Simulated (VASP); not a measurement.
# Be (P4/mmm) in VASP: single point with PBE

Aim: the single point of Be with PBE.

Program: VASP 6.6.1. These are calculated values, not measurements. Logs are shortened: lines on timing, memory, paths and dates and some standing lists are left out, and cuts for length are marked.

## 1. The cell of the first run

The structure is tetragonal, space group P4/mmm (No. 123). The conventional cell has a = 2.186 Å, b = 2.186 Å, c = 2.139 Å, α = 90.00°, β = 90.00°, γ = 90.00°. Within 2.8 Å of Be (site symmetry 4/mmm) lie 6 Be at 2.14 to 2.19 Å.

## 2. Single point, PBE

The input, INCAR:

```
PREC = Accurate
ENCUT = 520
EDIFF = 1E-6
ISMEAR = 0
SIGMA = 0.1
LREAL = False
LASPH = True
NELM = 100
ALGO = Fast
ISIF = 2
LWAVE = False
LCHARG = False
GGA = PE
NBANDS = 7
```

The input, KPOINTS:

```
Automatic mesh
0
Gamma
  8 8 10
```

The input, POSCAR:

```
Be
1.0
    2.1862206361      0.0000000000      0.0000000000
    0.0000000000      2.1862206361      0.0000000000
    0.0000000000      0.0000000000      2.1390989542
Be
1
Direct
    0.0000000000      0.0000000000      0.5000000000
```

Potentials or basis: VASP PAW PBE potentials, release 64 (Be).

Started as:

```sh
cat potpaw_PBE.64/Be/POTCAR > POTCAR
mpirun -np 1 vasp_std > vasp.out
```

OUTCAR:

```text
PREC = Accurate
   ENCUT = 520
   EDIFF = 1E-6
   ISMEAR = 0
   LREAL = False
   LASPH = True
   NELM = 100
   ISIF = 2
   GGA = PE

 ion  position               nearest neighbor table
   1  0.000  0.000  0.500-

  LATTYP: Found a simple tetragonal cell.
 ALAT       =     2.1862206361
 C/A-ratio  =     0.9784460538

  Lattice vectors:

 A1 = (   2.1862206361,   0.0000000000,   0.0000000000)
 A2 = (   0.0000000000,   2.1862206361,   0.0000000000)
 A3 = (   0.0000000000,   0.0000000000,   2.1390989542)

Analysis of symmetry for initial positions (statically):
=====================================================================
 Subroutine PRICEL returns:
 Original cell was already a primitive cell.

 Routine SETGRP: Setting up the symmetry group for a
 simple tetragonal supercell.

 Subroutine GETGRP returns: Found 16 space group operations
 (whereof 16 operations were pure point group operations)
 out of a pool of 16 trial point group operations.

The static configuration has the point symmetry D_4h.

Analysis of symmetry for dynamics (positions and initial velocities):
=====================================================================
 Subroutine PRICEL returns:
 Original cell was already a primitive cell.

 Routine SETGRP: Setting up the symmetry group for a
 simple tetragonal supercell.

 Subroutine GETGRP returns: Found 16 space group operations
 (whereof 16 operations were pure point group operations)
 out of a pool of 16 trial point group operations.

The dynamic configuration has the point symmetry D_4h.

 Subroutine INISYM returns: Found 16 space group operations
 (whereof 16 operations are pure point group operations),
 and found     1 'primitive' translations

----------------------------------------------------------------------------------------

                                     Primitive cell

  volume of cell :      10.2240

  direct lattice vectors                    reciprocal lattice vectors
     2.186220636  0.000000000  0.000000000     0.457410375  0.000000000  0.000000000
     0.000000000  2.186220636  0.000000000     0.000000000  0.457410375  0.000000000
     0.000000000  0.000000000  2.139098954     0.000000000  0.000000000  0.467486555

  length of vectors
     2.186220636  2.186220636  2.139098954     0.457410375  0.457410375  0.467486555

  position of ions in fractional coordinates (direct lattice)
     0.000000000  0.000000000  0.500000000

  ion indices of the primitive-cell ions
   primitive index   ion index
                 1           1

----------------------------------------------------------------------------------------

 KPOINTS: Automatic mesh

Automatic generation of k-mesh.
 Grid dimensions read from file:
 generate k-points for:    8    8   10

 Generating k-lattice:

  Cartesian coordinates                     Fractional coordinates (reciprocal lattice)
     0.057176297  0.000000000  0.000000000     0.125000000  0.000000000  0.000000000
     0.000000000  0.057176297  0.000000000     0.000000000  0.125000000  0.000000000
     0.000000000  0.000000000  0.046748655     0.000000000  0.000000000  0.100000000

  Length of vectors
     0.057176297  0.057176297  0.046748655

  Shift w.r.t. Gamma in fractional coordinates (k-lattice)
     0.000000000  0.000000000  0.000000000

 Subroutine IBZKPT returns following result:
 ===========================================

 Found     90 irreducible k-points:

 Following reciprocal coordinates:
            Coordinates               Weight
  0.000000  0.000000  0.000000      1.000000
  0.125000  0.000000  0.000000      4.000000
  0.250000  0.000000  0.000000      4.000000
  0.375000  0.000000  0.000000      4.000000
  0.500000  0.000000  0.000000      2.000000
  0.125000  0.125000  0.000000      4.000000
[... 16 lines left out ...]
  0.375000  0.125000  0.100000     16.000000
  0.500000  0.125000  0.100000      8.000000
 [... further k-points ...]
   k-points           NKPTS =     90   k-points in BZ     NKDIM =     90   number of bands    NBANDS=      7
   number of dos      NEDOS =    301   number of ions     NIONS =      1
   total plane-waves  NPLWV =   4096
   dimension x,y,z NGX =    16 NGY =   16 NGZ =   16
   dimension x,y,z NGXF=    32 NGYF=   32 NGZF=   32
   ions per type =               1
   NGX,Y,Z   is equivalent  to a cutoff of  12.17, 12.17, 12.43 a.u.
   NGXF,Y,Z  is equivalent  to a cutoff of  24.33, 24.33, 24.87 a.u.
 SYSTEM =  unknown system
   PREC   = accura    normal or accurate (medium, high low for compatibility)
   ISTART =      0    job   : 0-new  1-cont  2-samecut
   ICHARG =      2    charge: 1-file 2-atom 10-const
   ISPIN  =      1    spin polarized calculation?
   LNONCOLLINEAR =      F non collinear calculations
   LSORBIT =      F    spin-orbit coupling
   LASPH  =      T    aspherical Exc in radial PAW
   ENCUT  =  520.0 eV  38.22 Ry    6.18 a.u.   4.06  4.06  3.98*2*pi/ulx,y,z
   NELM   =    100;   NELMIN=  2; NELMDL= -5     # of ELM steps
   EDIFF  = 0.1E-05   stopping-criterion for ELM
   LREAL  =      F    real-space projection
   EDIFFG = 0.1E-04   stopping-criterion for IOM
   NSW    =      0    number of steps for IOM
   IBRION =     -1    ionic relax: 0-MD 1-quasi-New 2-CG
   NFREE  =      0    steps in history (QN), initial steepest desc. (CG)
   ISIF   =      2    stress and relaxation
   ISYM   =      2    0-nonsym 1-usesym 2-fastsym
   POTIM  = 0.5000    time-step for ionic-motion
   TEBEG  =    0.0;   TEEND  =   0.0 temperature during run
   PSTRESS=    0.0 pullay stress
   NELECT =       2.0000    total number of electrons
   NUPDOWN=      -1.0000    fix difference up-down
   EMIN   =  10.00;   EMAX   =-10.00  energy-range for DOS
   EFERMI =   0.00;   METHOD = LEGACY
   ISMEAR =     0;   SIGMA  =   0.10  broadening in eV -4-tet -1-fermi 0-gaus
   EFERMI_NEDOS =   21; number of points for ismear=-14 and -15
   IALGO  =     68    algorithm
   IMIX   =      4    mixing-type and parameters
     AMIX     =   0.40;   BMIX     =  1.00
     AMIX_MAG =   1.60;   BMIX_MAG =  1.00
  volume/ion in A,a.u.               =      10.22        68.99
  Fermi-wavevector in a.u.,A,eV,Ry     =   0.950339  1.795880 12.288023  0.903144
  Thomas-Fermi vector in A             =   2.078706
   LORBIT       =      0    0 simple, 1 ext, 2 COOP (PROOUT), +10 PAW based schemes
   GGA     = PE    functional components
   LHFCALC =     F    Hartree Fock is set to
   AEXX    =    0.0000 exact exchange contribution
   IVDW    =     0    specifies the selected vdW correction
   LEPSILON=     F    determine dielectric tensor
   LRPA    =     F    only Hartree local field effects (RPA)
 non-spin polarized calculation
 RMM-DIIS sequential band-by-band and
 Gauss-broadening in eV      SIGMA  =   0.10
  energy-cutoff  :      520.00
  volume of cell :       10.22
 maximum number of plane-waves:       288
   NGX =  9   NGY =  9   NGZ =  7

 number of electron       2.0000000 magnetization

 Free energy of the ion-electron system (eV)
  ---------------------------------------------------
  ext. energy  EPLUGINS =         0.00000000
  ---------------------------------------------------
  free energy    TOTEN  =        -2.78222905 eV

  energy without entropy =       -2.78170619  energy(sigma->0) =       -2.78196762

 E-fermi :   4.7662     XC(G=0):  -9.7710

 val. band max:        4.6371007542   @ k =   0.5000   0.2500   0.2000
 cond. band min:       4.7949058666   @ k =   0.5000   0.3750   0.0000
 fundamental gap:      0.1578051124
 Fermi energy:         4.7661639303

 k-point     1 :       0.0000    0.0000    0.0000
  band No.  band energies     occupation
      1      -4.8918      2.00000
      2      18.0189      0.00000
      3      18.0189      0.00000
      4      19.1139      0.00000
      5      23.6688      0.00000
      6      24.3957      0.00000
      7      32.8565      0.00000

 k-point     2 :       0.1250    0.0000    0.0000
  band No.  band energies     occupation
      1      -4.5095      2.00000
      2      14.3307      0.00000
      3      18.3949      0.00000
      4      19.4837      0.00000
      5      24.6448      0.00000
      6      28.0985      0.00000
      7      32.5624      0.00000

 k-point     3 :       0.2500    0.0000    0.0000
  band No.  band energies     occupation
      1      -3.3724      2.00000
      2       9.4742      0.00000
      3      19.4482      0.00000
      4      20.5165      0.00000
      5      26.0256      0.00000
      6      30.9028      0.00000
      7      35.2011      0.00000

 k-point     4 :       0.3750    0.0000    0.0000
  band No.  band energies     occupation
      1      -1.5464      2.00000
      2       5.3257      0.00000
      3      20.8424      0.00000
      4      21.8719      0.00000
      5      28.1421      0.00000
      6      30.1367      0.00000
      7      34.4397      0.00000

 k-point     5 :       0.5000    0.0000    0.0000
  band No.  band energies     occupation
      1       0.1058      2.00000
      2       2.8928      2.00000
      3      21.6109      0.00000
      4      22.6097      0.00000
      5      29.6600      0.00000
      6      29.9082      0.00000
      7      32.7536      0.00000
[... 161 lines left out ...]
 k-point    22 :       0.2500    0.1250    0.1000
  band No.  band energies     occupation
      1      -2.7207      2.00000
      2       9.8151      0.00000
      3      16.0044      0.00000
      4      19.7245      0.00000
      5      29.1668      0.00000
      6      30.9893      0.00000
      7      34.9063      0.00000

 k-point    23 :       0.3750    0.1250    0.1000
  band No.  band energies     occupation
      1      -0.8715      2.00000
      2       5.7936      0.00000
      3      17.6334      0.00000
      4      21.2573      0.00000
      5      26.3854      0.00000
      6      29.8497      0.00000
      7      33.7045      0.00000

 k-point    24 :       0.5000    0.1250    0.1000
  band No.  band energies     occupation
      1       0.8640      2.00000
      2       3.3158      2.00000
      3      18.6557      0.00000
      4      22.4651      0.00000
      5      24.6299      0.00000
      6      28.2444      0.00000
      7      34.6364      0.00000

 [... further k-points ...]
[... 5 lines left out ...]
  --------------------------------------------------------------------------------------
  -------------------------------------------------------------------------------------
  Total       -0.0005689     -0.0005689     -0.0049367      0.0000000      0.0000000      0.0000000
  in kB       -0.0891545     -0.0891545     -0.7736249      0.0000000      0.0000000      0.0000000
  external PRESSURE =      -0.3173113 kB  Pullay stress =       0.0000000 kB

 VOLUME and BASIS-vectors are now :
 -----------------------------------------------------------------------------
  energy-cutoff  :      520.00
  volume of cell :       10.22
      direct lattice vectors                 reciprocal lattice vectors
     2.186220636  0.000000000  0.000000000     0.457410375  0.000000000  0.000000000
     0.000000000  2.186220636  0.000000000     0.000000000  0.457410375  0.000000000
     0.000000000  0.000000000  2.139098954     0.000000000  0.000000000  0.467486555

 POSITION                                       TOTAL-FORCE (eV/Angst)
 -----------------------------------------------------------------------------------
      0.00000      0.00000      1.06955         0.000000      0.000000      0.000000
 -----------------------------------------------------------------------------------
    total drift:                               -0.000000      0.000000     -0.000000

  FREE ENERGIE OF THE ION-ELECTRON SYSTEM (eV)
  ---------------------------------------------------
  free  energy   TOTEN  =        -2.7822290527 eV

  energy  without entropy=       -2.7817061877  energy(sigma->0) =       -2.78196762
```

Run time: 1.5 s. Hardware: 1 thread of Intel Xeon 6975P-C (Granite Rapids), shared host; peak memory 0.11 GiB.

Results:

```
Free energy            : -2.7822 eV
Pressure               : 0.0 GPa
Band gap on the k mesh : zero (band 1 reaches 9.95 eV, above the bottom of band 2 at 2.89 eV)
```

Levels at points of the mesh, in eV from the Fermi level:
```
           k point  band 1  band 2  band 3  band 4
(0.00, 0.00, 0.00)   -9.66   13.25   13.25   14.35
(0.50, 0.00, 0.00)   -4.66   -1.87   16.84   17.84
(0.50, 0.50, 0.00)    0.58    0.58    6.56    6.93
(0.00, 0.00, 0.50)   -4.53   -1.43   17.17   17.17
(0.50, 0.00, 0.50)    0.64    0.96    6.79    7.38
(0.50, 0.50, 0.50)    5.18    5.56    5.56   13.23
```
